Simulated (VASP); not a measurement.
The system is CoO.

```xyz
2
Lattice="-1.5080 1.5080 2.1072 1.5080 -1.5080 2.1072 1.5080 1.5080 -2.1072" Properties=species:S:1:pos:R:3 pbc="T T T"
Co    0.0000    0.0000    0.0000
O     0.0000    0.0000    2.1072
```

* Program: VASP 6.6.1
* Task: relaxation of cell and atoms
* Functional: PBEsol
* Potentials or basis: VASP PAW PBE potentials, release 64 (Co, O)
* Cutoff: 600 eV
* k mesh: 12 × 12 × 12
* Occupations: fermi-dirac, width 0.05 eV
* Spin: collinear spin, ferromagnetic start
* Starting moments: [2.0, 0.0] μB

At the start: pressure -10.0 GPa; volume 9.58 Å³/atom.

**Question.** How do energy, volume and symmetry change on relaxing?

**Answer.** Over 8 steps the energy falls by 18.6 meV/atom and the volume is 8.98 Å³/atom (-6.3 %); space group Fm-3m (No. 225, to 0.1 Å) before and after; moment 2.64 μB per cell.

The path:
```csv
step,energy change (eV),largest force (eV/Å),pressure (GPa),volume (Å³)
1,0.0000,0.0000,-9.98,19.17
2,-0.0324,0.0000,3.73,17.56
3,-0.0369,0.0000,-0.16,17.98
4,-0.0369,0.0000,0.00,17.96
5,-0.0370,0.0000,0.04,17.96
6,-0.0371,0.0000,0.00,17.96
7,-0.0371,0.0000,0.05,17.95
8,-0.0372,0.0000,0.02,17.95
```

Final structure:
```yaml
crystal:
  lattice:
    - [-1.46944, 1.46944, 2.07857]
    - [1.46944, -1.46944, 2.07857]
    - [1.46944, 1.46944, -2.07857]
  atoms:
    - { symbol: Co, position: [0.00000, 0.00000, 0.00000] }
    - { symbol: O, position: [0.50000, 0.50000, 0.00000] }
```

Caveat: the PAW data sets were made with another functional, which shifts forces and pressure a little; a cell with one magnetic atom can't hold antiferromagnetic order, which such compounds often take.
